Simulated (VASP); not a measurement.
# Te2Mo in VASP: further runs

Runs on Te2Mo. Level: PBE+D3(BJ). Tasks: single point.

All numbers are computed with VASP 6.6.1; they aren't measurements. Logs are shortened: lines on timing, memory, paths and dates and some standing lists are left out, and cuts for length are marked.

## 1. The cell of the first run

The cell holds a slab with vacuum, 6 atoms: a = 3.500 Å, b = 3.500 Å, c = 46.972 Å, α = 90.00°, β = 90.00°, γ = 120.00°.

## 2. Single point, PBE+D3(BJ)

The input, INCAR:

```
SYSTEM = Te2Mo
ALGO     = Normal         ! electronic algorithm
DIPOL    = 0.5 0.5 0.500
EDIFF    = 1E-6           ! SCF threshold, eV
ENCUT    = 520            ! plane-wave cutoff, eV
GGA      = PE             ! functional
IDIPOL   = 3            
ISIF     = 2              ! what is computed and relaxed
ISMEAR   = 0              ! smearing method
IVDW     = 12             ! dispersion correction
LASPH    = .True.         ! aspherical terms in the spheres
LCHARG   = .True.         ! write CHGCAR
LDIPOL   = .True.       
LELF     = .True.         ! ELF
LREAL    = .False.        ! projectors in reciprocal space
LVACPOTAV= .True.       
LVHAR    = .True.       
LWAVE    = .False.        ! write WAVECAR
NBANDS   = 35             ! bands
NELM     = 100            ! most SCF steps
PREC     = Accurate       ! precision mode
SIGMA    = 0.02           ! smearing width, eV
```

The input, KPOINTS:

```
k-points
0
Gamma
  9 9 1
  0 0 0
```

The input, POSCAR:

```
Te2Mo
1.0
    3.5004349527      0.0000000000      0.0000000000
   -1.7502174764      3.0314655933      0.0000000000
    0.0000000000      0.0000000000     46.9720266495
Te Mo
4 2
Direct
    0.3333333333      0.6666666667      0.3883719911
    0.3333333333      0.6666666667      0.4657439016
    0.6666666667      0.3333333333      0.5342560984
    0.6666666667      0.3333333333      0.6116280089
    0.6666666667      0.3333333333      0.4270376860
    0.3333333333      0.6666666667      0.5729623140
```

Potentials or basis: VASP PAW PBE potentials, release 64 (Te, Mo_sv).

Launch:

```sh
> cat potpaw_PBE.64/Te/POTCAR potpaw_PBE.64/Mo_sv/POTCAR > POTCAR
> mpirun -np 1 vasp_std > vasp.out
```

OUTCAR:

```text
SYSTEM = Te2Mo
   EDIFF = 1E-6
   ENCUT = 520
   GGA = PE
   ISIF = 2
   ISMEAR = 0
   IVDW = 12
   LASPH = .True.
   LREAL = .False.
   NELM = 100
   PREC = Accurate
 IVDW          = 12

 ion  position               nearest neighbor table
   1  0.333  0.667  0.388-   5 2.72   5 2.72   5 2.72   2 3.63
   2  0.333  0.667  0.466-   5 2.72   5 2.72   5 2.72   1 3.63
   3  0.667  0.333  0.534-   6 2.72   6 2.72   6 2.72   4 3.63
   4  0.667  0.333  0.612-   6 2.72   6 2.72   6 2.72   3 3.63
   5  0.667  0.333  0.427-   1 2.72   1 2.72   1 2.72   2 2.72   2 2.72   2 2.72
   6  0.333  0.667  0.573-   4 2.72   4 2.72   4 2.72   3 2.72   3 2.72   3 2.72

  LATTYP: Found a hexagonal cell.
 ALAT       =     3.5004349527
 C/A-ratio  =    13.4189114451

  Lattice vectors:

 A1 = (   3.5004349527,   0.0000000000,   0.0000000000)
 A2 = (  -1.7502174764,   3.0314655933,   0.0000000000)
 A3 = (   0.0000000000,   0.0000000000,  46.9720266495)

Analysis of symmetry for initial positions (statically):
=====================================================================
 Subroutine PRICEL returns:
 Original cell was already a primitive cell.

 Routine SETGRP: Setting up the symmetry group for a
 hexagonal supercell.

 Subroutine GETGRP returns: Found 12 space group operations
 (whereof 12 operations were pure point group operations)
 out of a pool of 24 trial point group operations.

The static configuration has the point symmetry D_3d.

Analysis of symmetry for dynamics (positions and initial velocities):
=====================================================================
 Subroutine PRICEL returns:
 Original cell was already a primitive cell.

 Routine SETGRP: Setting up the symmetry group for a
 hexagonal supercell.

 Subroutine GETGRP returns: Found 12 space group operations
 (whereof 12 operations were pure point group operations)
 out of a pool of 24 trial point group operations.

The dynamic configuration has the point symmetry D_3d.

 Subroutine INISYM returns: Found 12 space group operations
 (whereof 12 operations are pure point group operations),
 and found     1 'primitive' translations

----------------------------------------------------------------------------------------

                                     Primitive cell

  volume of cell :     498.4412

  direct lattice vectors                    reciprocal lattice vectors
     3.500434953  0.000000000  0.000000000     0.285678784  0.164936723  0.000000000
    -1.750217476  3.031465593  0.000000000     0.000000000  0.329873445  0.000000000
     0.000000000  0.000000000 46.972026650     0.000000000  0.000000000  0.021289267

  length of vectors
     3.500434953  3.500434953 46.972026650     0.329873445  0.329873445  0.021289267

  position of ions in fractional coordinates (direct lattice)
     0.333333333  0.666666667  0.388371991
     0.333333333  0.666666667  0.465743902
     0.666666667  0.333333333  0.534256098
     0.666666667  0.333333333  0.611628009
     0.666666667  0.333333333  0.427037686
     0.333333333  0.666666667  0.572962314

  ion indices of the primitive-cell ions
   primitive index   ion index
                 1           1
                 2           2
                 3           3
                 4           4
                 5           5
                 6           6

----------------------------------------------------------------------------------------

 KPOINTS: k-points

Automatic generation of k-mesh.
 Grid dimensions read from file:
 generate k-points for:    9    9    1

 Generating k-lattice:

  Cartesian coordinates                     Fractional coordinates (reciprocal lattice)
     0.031742087  0.018326303  0.000000000     0.111111111  0.000000000  0.000000000
     0.000000000  0.036652605  0.000000000     0.000000000  0.111111111  0.000000000
     0.000000000  0.000000000  0.021289267     0.000000000  0.000000000  1.000000000

  Length of vectors
     0.036652605  0.036652605  0.021289267

  Shift w.r.t. Gamma in fractional coordinates (k-lattice)
     0.000000000  0.000000000  0.000000000

 Subroutine IBZKPT returns following result:
 ===========================================

 Found     12 irreducible k-points:

 Following reciprocal coordinates:
            Coordinates               Weight
  0.000000  0.000000  0.000000      1.000000
  0.111111  0.000000  0.000000      6.000000
  0.222222 -0.000000  0.000000      6.000000
  0.333333 -0.000000  0.000000      6.000000
  0.444444 -0.000000  0.000000      6.000000
  0.111111  0.111111  0.000000      6.000000
  0.222222  0.111111  0.000000     12.000000
  0.333333  0.111111  0.000000     12.000000
  0.444444  0.111111  0.000000      6.000000
  0.222222  0.222222  0.000000      6.000000
  0.333333  0.222222  0.000000     12.000000
  0.333333  0.333333  0.000000      2.000000
   k-points           NKPTS =     12   k-points in BZ     NKDIM =     12   number of bands    NBANDS=     35
   number of dos      NEDOS =    301   number of ions     NIONS =      6
   total plane-waves  NPLWV = 274400
   dimension x,y,z NGX =    28 NGY =   28 NGZ =  350
   dimension x,y,z NGXF=    56 NGYF=   56 NGZF=  700
   ions per type =               4   2
   NGX,Y,Z   is equivalent  to a cutoff of  13.30, 13.30, 12.39 a.u.
   NGXF,Y,Z  is equivalent  to a cutoff of  26.60, 26.60, 24.77 a.u.
 SYSTEM =  Te2Mo
   PREC   = accura    normal or accurate (medium, high low for compatibility)
   ISTART =      0    job   : 0-new  1-cont  2-samecut
   ICHARG =      2    charge: 1-file 2-atom 10-const
   ISPIN  =      1    spin polarized calculation?
   LNONCOLLINEAR =      F non collinear calculations
   LSORBIT =      F    spin-orbit coupling
   LASPH  =      T    aspherical Exc in radial PAW
   ENCUT  =  520.0 eV  38.22 Ry    6.18 a.u.   6.51  6.51 87.34*2*pi/ulx,y,z
   NELM   =    100;   NELMIN=  2; NELMDL= -5     # of ELM steps
   EDIFF  = 0.1E-05   stopping-criterion for ELM
   LREAL  =      F    real-space projection
   EDIFFG = 0.1E-04   stopping-criterion for IOM
   NSW    =      0    number of steps for IOM
   IBRION =     -1    ionic relax: 0-MD 1-quasi-New 2-CG
   NFREE  =      0    steps in history (QN), initial steepest desc. (CG)
   ISIF   =      2    stress and relaxation
   ISYM   =      2    0-nonsym 1-usesym 2-fastsym
   POTIM  = 0.5000    time-step for ionic-motion
   TEBEG  =    0.0;   TEEND  =   0.0 temperature during run
   PSTRESS=    0.0 pullay stress
   NELECT =      52.0000    total number of electrons
   NUPDOWN=      -1.0000    fix difference up-down
   EMIN   =  10.00;   EMAX   =-10.00  energy-range for DOS
   EFERMI =   0.00;   METHOD = LEGACY
   ISMEAR =     0;   SIGMA  =   0.02  broadening in eV -4-tet -1-fermi 0-gaus
   EFERMI_NEDOS =   21; number of points for ismear=-14 and -15
   IALGO  =     38    algorithm
   IMIX   =      4    mixing-type and parameters
     AMIX     =   0.40;   BMIX     =  1.00
     AMIX_MAG =   1.60;   BMIX_MAG =  1.00
  volume/ion in A,a.u.               =      83.07       560.61
  Fermi-wavevector in a.u.,A,eV,Ry     =   0.770675  1.456365  8.081045  0.593940
  Thomas-Fermi vector in A             =   1.871930
   LORBIT       =      0    0 simple, 1 ext, 2 COOP (PROOUT), +10 PAW based schemes
   GGA     = PE    functional components
   LHFCALC =     F    Hartree Fock is set to
   AEXX    =    0.0000 exact exchange contribution
   IVDW    =    12    specifies the selected vdW correction
   LEPSILON=     F    determine dielectric tensor
   LRPA    =     F    only Hartree local field effects (RPA)
 non-spin polarized calculation
 Gauss-broadening in eV      SIGMA  =   0.02
  energy-cutoff  :      520.00
  volume of cell :      498.44
 maximum number of plane-waves:     13591
 NGX is ok and might be reduce to    28
   NGX = 13   NGY = 13   NGZ =175

 number of electron      52.0000005 magnetization

 dipolmoment           0.000000      0.000000     -0.000000 electrons x Angstroem

 Free energy of the ion-electron system (eV)
  ---------------------------------------------------
  ext. energy  EPLUGINS =         0.00000000
  ---------------------------------------------------
  free energy    TOTEN  =       -35.96499730 eV

  energy without entropy =      -35.96499730  energy(sigma->0) =      -35.96499730

 E-fermi :  -0.7010     XC(G=0):  -3.3768

 val. band max:       -0.8128049432   @ k =   0.0000   0.0000   0.0000
 cond. band min:       0.0933073304   @ k =   0.2222   0.2222   0.0000
 fundamental gap:      0.9061122736
 Fermi energy:        -0.7009634952

 k-point     1 :       0.0000    0.0000    0.0000
  band No.  band energies     occupation
      1     -61.6280      2.00000
      2     -61.6280      2.00000
      3     -35.8047      2.00000
      4     -35.8047      2.00000
      5     -35.6621      2.00000
      6     -35.6621      2.00000
[... 27 lines left out ...]
     34       2.5763      0.00000
     35       3.2907      0.00000

 k-point     2 :       0.1111    0.0000    0.0000
  band No.  band energies     occupation
      1     -61.6268      2.00000
      2     -61.6267      2.00000
      3     -35.8012      2.00000
      4     -35.8012      2.00000
      5     -35.6782      2.00000
      6     -35.6782      2.00000
[... 27 lines left out ...]
     34       2.4408      0.00000
     35       3.5334      0.00000

 k-point     3 :       0.2222   -0.0000    0.0000
  band No.  band energies     occupation
      1     -61.6237      2.00000
      2     -61.6237      2.00000
      3     -35.7922      2.00000
      4     -35.7922      2.00000
      5     -35.7188      2.00000
      6     -35.7188      2.00000
[... 27 lines left out ...]
     34       2.7006      0.00000
     35       4.0778      0.00000

 k-point     4 :       0.3333   -0.0000    0.0000
  band No.  band energies     occupation
      1     -61.6201      2.00000
      2     -61.6201      2.00000
      3     -35.7821      2.00000
      4     -35.7821      2.00000
      5     -35.7646      2.00000
      6     -35.7646      2.00000
[... 27 lines left out ...]
     34       2.8643      0.00000
     35       4.3480      0.00000

 k-point     5 :       0.4444   -0.0000    0.0000
  band No.  band energies     occupation
      1     -61.6178      2.00000
      2     -61.6178      2.00000
      3     -35.7942      2.00000
      4     -35.7942      2.00000
      5     -35.7754      2.00000
      6     -35.7754      2.00000
[... 182 lines left out ...]
 k-point    10 :       0.2222    0.2222    0.0000
  band No.  band energies     occupation
      1     -61.6186      2.00000
      2     -61.6186      2.00000
      3     -35.7776      2.00000
      4     -35.7776      2.00000
      5     -35.7673      2.00000
      6     -35.7673      2.00000
[... 27 lines left out ...]
     34       3.0329      0.00000
     35       4.6751      0.00000

 k-point    11 :       0.3333    0.2222    0.0000
  band No.  band energies     occupation
      1     -61.6168      2.00000
      2     -61.6168      2.00000
      3     -35.7782      2.00000
      4     -35.7782      2.00000
      5     -35.7725      2.00000
      6     -35.7725      2.00000
[... 27 lines left out ...]
     34       3.0734      0.00000
     35       3.9027      0.00000

 k-point    12 :       0.3333    0.3333    0.0000
  band No.  band energies     occupation
      1     -61.6162      2.00000
      2     -61.6162      2.00000
      3     -35.7707      2.00000
      4     -35.7707      2.00000
      5     -35.7653      2.00000
      6     -35.7653      2.00000
[... 27 lines left out ...]
     34       3.0377      0.00000
     35       3.7594      0.00000

------------------------ aborting loop because EDIFF is reached ----------------------------------------

 Edisp (eV)   -2.84620

 E8    (eV) :    -1.3486

  FORCE on cell =-STRESS in cart. coord.  units (eV):
  Direction    XX          YY          ZZ          XY          YZ          ZX
  --------------------------------------------------------------------------------------
  -------------------------------------------------------------------------------------
  Total      -0.01426    -0.01426     0.06507     0.00000    -0.00000     0.00000
  in kB      -0.04584    -0.04584     0.20915     0.00000    -0.00000     0.00000
  external pressure =        0.04 kB  Pullay stress =        0.00 kB

 VOLUME and BASIS-vectors are now :
 -----------------------------------------------------------------------------
  energy-cutoff  :      520.00
  volume of cell :      498.44
      direct lattice vectors                 reciprocal lattice vectors
     3.500434953  0.000000000  0.000000000     0.285678784  0.164936723  0.000000000
    -1.750217476  3.031465593  0.000000000     0.000000000  0.329873445  0.000000000
     0.000000000  0.000000000 46.972026650     0.000000000  0.000000000  0.021289267

 POSITION                                       TOTAL-FORCE (eV/Angst)
 -----------------------------------------------------------------------------------
     -0.00000      2.02098     18.24262        -0.000000     -0.000000     -0.013413
     -0.00000      2.02098     21.87693         0.000000      0.000000      0.016242
      1.75022      1.01049     25.09509         0.000000      0.000000     -0.016242
      1.75022      1.01049     28.72941         0.000000      0.000000      0.013413
      1.75022      1.01049     20.05883         0.000000      0.000000      0.000313
     -0.00000      2.02098     26.91320        -0.000000     -0.000000     -0.000313
 -----------------------------------------------------------------------------------
    total drift:                                0.000000     -0.000000      0.000000

  FREE ENERGIE OF THE ION-ELECTRON SYSTEM (eV)
  ---------------------------------------------------
  free  energy   TOTEN  =       -38.8111974032 eV

  energy  without entropy=      -38.8111974032  energy(sigma->0) =      -38.81119740

 vacuum level on the upper side and lower side of the slab         3.860         3.860
```

It took 12 min on 1 thread of AMD EPYC 7R13, shared host; peak memory 0.64 GiB.

What came out:

| Property | Result |
| --- | --- |
| Free energy | -38.8112 eV |
| Largest force | 0.016 eV/Å |
| Band gap on the k mesh | 0.91 eV, indirect (least direct gap 1.14 eV) |
| Dispersion energy per atom | -0.474 eV |

Forces in eV/Å, atoms in the order of the input:
```
Te   0.000  0.000 -0.013
Te   0.000  0.000  0.016
Te   0.000  0.000 -0.016
Te   0.000  0.000  0.013
Mo   0.000  0.000  0.000
Mo   0.000  0.000  0.000
```

Caveat: spin-orbit coupling is left out, which moves the levels of the heavy elements.

## 3. Single point, PBE+D3(BJ)

The input, INCAR:

```
SYSTEM = Te2Mo
PREC = Accurate ; ENCUT = 520
EDIFF = 1E-7 ; ISMEAR = 0
SIGMA = 0.01 ; LREAL = .FALSE.
LASPH = .TRUE. ; NELM = 80
ALGO = Normal ; ISIF = 2
LWAVE = .FALSE. ; LCHARG = .TRUE.
LDIPOL = .TRUE. ; IDIPOL = 3
DIPOL = 0.5 0.5 0.500 ; GGA = PE
IVDW = 12 ; LELF = .TRUE.
LVHAR = .TRUE. ; LVACPOTAV = .TRUE.
NBANDS = 35
```

The input, KPOINTS:

```
regular mesh
0
G
  9 9 1
  0 0 0
```

The input, POSCAR:

```
Te2Mo
1.0
    3.5004053423      0.0000000000      0.0000000000
   -1.7502026712      3.0314399499      0.0000000000
    0.0000000000      0.0000000000     46.9720266495
Te Mo
4 2
Direct
    0.3333333333      0.6666666667      0.3883919819
    0.3333333333      0.6666666667      0.4657670695
    0.6666666667      0.3333333333      0.5342329305
    0.6666666667      0.3333333333      0.6116080181
    0.6666666667      0.3333333333      0.4270591622
    0.3333333333      0.6666666667      0.5729408378
```

Potentials or basis: VASP PAW PBE potentials, release 64 (Te, Mo_sv).

Launch:

```sh
> cat potpaw_PBE.64/Te/POTCAR potpaw_PBE.64/Mo_sv/POTCAR > POTCAR
> mpirun -np 1 vasp_std > vasp.out
```

OUTCAR:

```text
SYSTEM = Te2Mo
   PREC = Accurate
   ENCUT = 520
   EDIFF = 1E-7
   ISMEAR = 0
   LREAL = .FALSE.
   LASPH = .TRUE.
   NELM = 80
   ISIF = 2
   GGA = PE
   IVDW = 12
 IVDW          = 12

 ion  position               nearest neighbor table
   1  0.333  0.667  0.388-   5 2.72   5 2.72   5 2.72   2 3.63
   2  0.333  0.667  0.466-   5 2.72   5 2.72   5 2.72   1 3.63
   3  0.667  0.333  0.534-   6 2.72   6 2.72   6 2.72   4 3.63
   4  0.667  0.333  0.612-   6 2.72   6 2.72   6 2.72   3 3.63
   5  0.667  0.333  0.427-   1 2.72   1 2.72   1 2.72   2 2.72   2 2.72   2 2.72
   6  0.333  0.667  0.573-   4 2.72   4 2.72   4 2.72   3 2.72   3 2.72   3 2.72

[... 659 lines left out ...]
  Total      -0.01571    -0.01571     0.06322     0.00000     0.00000     0.00000
  in kB      -0.05050    -0.05050     0.20321     0.00000     0.00000     0.00000
  external pressure =        0.03 kB  Pullay stress =        0.00 kB

 VOLUME and BASIS-vectors are now :
 -----------------------------------------------------------------------------
  energy-cutoff  :      520.00
  volume of cell :      498.43
      direct lattice vectors                 reciprocal lattice vectors
     3.500405342  0.000000000  0.000000000     0.285681200  0.164938118  0.000000000
    -1.750202671  3.031439950  0.000000000     0.000000000  0.329876236  0.000000000
     0.000000000  0.000000000 46.972026650     0.000000000  0.000000000  0.021289267

 POSITION                                       TOTAL-FORCE (eV/Angst)
 -----------------------------------------------------------------------------------
     -0.00000      2.02096     18.24356        -0.000000     -0.000000     -0.012557
     -0.00000      2.02096     21.87802        -0.000000      0.000000      0.014146
      1.75020      1.01048     25.09400        -0.000000     -0.000000     -0.014146
      1.75020      1.01048     28.72847        -0.000000      0.000000      0.012557
      1.75020      1.01048     20.05983        -0.000000     -0.000000      0.000049
     -0.00000      2.02096     26.91219         0.000000      0.000000     -0.000049
 -----------------------------------------------------------------------------------
    total drift:                               -0.000000      0.000000     -0.000000

  FREE ENERGIE OF THE ION-ELECTRON SYSTEM (eV)
  ---------------------------------------------------
  free  energy   TOTEN  =       -38.8112070941 eV

  energy  without entropy=      -38.8112070941  energy(sigma->0) =      -38.81120709

 vacuum level on the upper side and lower side of the slab         3.860         3.860
```

stdout:

```text
POSCAR found type information on POSCAR TeMo
 POSCAR found :  2 types and       6 ions
 scaLAPACK will be used
 LDA part: xc-table for (Slater+PW92), standard interpolation
 POSCAR, INCAR and KPOINTS ok, starting setup
 FFT: planning ... GRIDC
 FFT: planning ... GRID_SOFT
 FFT: planning ... GRID
 WAVECAR not read
 entering main loop
```

It took 12 min on 1 thread of AMD EPYC 7R13, shared host; peak memory 0.62 GiB.

Results:

```yaml
Free_energy: -38.8112 eV
Largest_force: 0.014 eV/Å
Band_gap_on_the_k_mesh: 0.90 eV, indirect (least direct gap 1.14 eV)
Dispersion_energy_per_atom: -0.474 eV
Ionisation_potential_of_the_upper_face: 4.67 eV
```

Forces in eV/Å, atoms in the order of the input:
```
Te   0.000  0.000 -0.013
Te   0.000  0.000  0.014
Te   0.000  0.000 -0.014
Te   0.000  0.000  0.013
Mo   0.000  0.000  0.000
Mo   0.000  0.000  0.000
```

Caveat: spin-orbit coupling is left out, which moves the levels of the heavy elements.

[end of part 1 of 2]
